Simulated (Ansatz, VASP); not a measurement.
# Ni2S3: VASP beside Ansatz

```
Ni S
1.0
     3.33732    0.00000    0.00000
    -1.66866    2.89020    0.00000
     0.00000    0.00000    8.18448
Ni S
2 3
Direct
  0.33333 0.66667 0.18600
  0.66667 0.33333 0.81400
  0.00000 0.00000 0.00000
  0.33333 0.66667 0.68157
  0.66667 0.33333 0.31843
```

Alike in both runs: functional PBE; k mesh 6 × 6 × 4; occupations gaussian, width 0.1 eV; no spin polarisation.

Ansatz relaxed the structure, and its values are those at the end. VASP's run is a single point on that final structure, the one shown.

|  | VASP | Ansatz |
| --- | --- | --- |
| version | VASP 6.6.1 | Ansatz 0.2.0 |
| potentials or method | VASP PAW PBE potentials, release 64 (Ni, S), cutoff 520 eV | scalar-relativistic, plane waves, PAW |
| valence electrons in the cell | 38 | 54 |

Ansatz gave:

- gap on the k mesh at the Fermi level (eV): none
- pressure (GPa): 0.1
- rms of the force components (eV/Å): 0.009

Problem. Which values does VASP return?

Solution. gap on the k mesh at the Fermi level (eV): none; pressure (GPa): 0.1; rms of the force components (eV/Å): 0.002.

A gap of «none» marks a metal or a gap that the smearing closes. VASP's potentials hold 38 valence electrons a cell and Ansatz's 54, so a difference there can come from the potentials and not from the codes.

The k mesh is coarse, so the values compare programs but aren't converged.
